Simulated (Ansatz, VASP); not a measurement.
## SnO2 in VASP and in Ansatz

The input POSCAR:

```
SnO2
1.0
    0.0000000000      2.4911580720      2.4911580720
    2.4911580720      0.0000000000      2.4911580720
    2.4911580720      2.4911580720      0.0000000000
Sn O
1 2
Direct
    0.0000000000      0.0000000000      0.0000000000
    0.2500000000      0.2500000000      0.2500000000
    0.7500000000      0.7500000000      0.7500000000
```

INCAR.step1

```
SYSTEM = SnO2
PREC = Accurate
ENCUT = 520
ISMEAR = 0
SIGMA = 0.01
LREAL = .FALSE.
LASPH = .TRUE.
NELM = 60
NBANDS = 20
GGA = PE
ALGO = Normal
EDIFF = 1E-4
LWAVE = .TRUE.
LCHARG = .FALSE.
```

Contents of INCAR.step2:

```
SYSTEM = SnO2
PREC = Accurate
ENCUT = 520
EDIFF = 1E-7
ISMEAR = 0
SIGMA = 0.01
LREAL = .FALSE.
LASPH = .TRUE.
NELM = 60
ALGO = Normal
ISIF = 2
LWAVE = .FALSE.
LCHARG = .TRUE.
METAGGA = R2SCAN
LMIXTAU = .TRUE.
LELF = .TRUE.
LVHAR = .TRUE.
NBANDS = 20
ISTART = 1
```

The input KPOINTS:

```
Automatic mesh
0
G
  8 8 8
  0 0 0
```

Input for Ansatz:

```yaml
crystal:
  lattice:
    - [0.0, 2.491158072, 2.491158072]
    - [2.491158072, 0.0, 2.491158072]
    - [2.491158072, 2.491158072, 0.0]
  atoms:
    - { symbol: Sn, position: [0.0, 0.0, 0.0] }
    - { symbol: O, position: [0.25, 0.25, 0.25] }
    - { symbol: O, position: [0.75, 0.75, 0.75] }
kpoints:
  mp_grid: { grid: [8, 8, 8] }
  band_path:
    path:
      - [0.0, 0.0, 0.0]
      - [0.5, 0.0, 0.5]
      - [0.625, 0.25, 0.625]
      - [0.375, 0.375, 0.75]
      - [0.5, 0.5, 0.5]
      - [0.5, 0.25, 0.75]
    npoints: 1
hamiltonian:
  xc: r2scan
scf:
  occupations: { method: fixed }
  n_extra_bands: 4
output:
  forces: true
  stress: true
  eigenvalues: true
```

Change from the starting cell: hydrostatic strain -1.7%.

Alike in both runs: task single point; functional r2SCAN; k mesh 8 × 8 × 8; no spin polarisation.

```csv
,VASP,Ansatz
version,VASP 6.6.1,Ansatz 0.2.0
potentials or method,"VASP PAW PBE potentials, release 64 (Sn_d, O)","plane waves, PAW"
plane-wave cutoff (eV),520,500
occupations,"gaussian, width 0.01 eV",fixed
valence electrons in the cell,26,26
```

Ansatz gave:

* gap on the k mesh at the Fermi level (eV): 1.38
* pressure (GPa): 13.0

Question: What did VASP give for the same quantities?

Answer: gap on the k mesh at the Fermi level (eV): 1.41; pressure (GPa): 14.6.

VASP's potentials were made for PBE, not for r2SCAN.
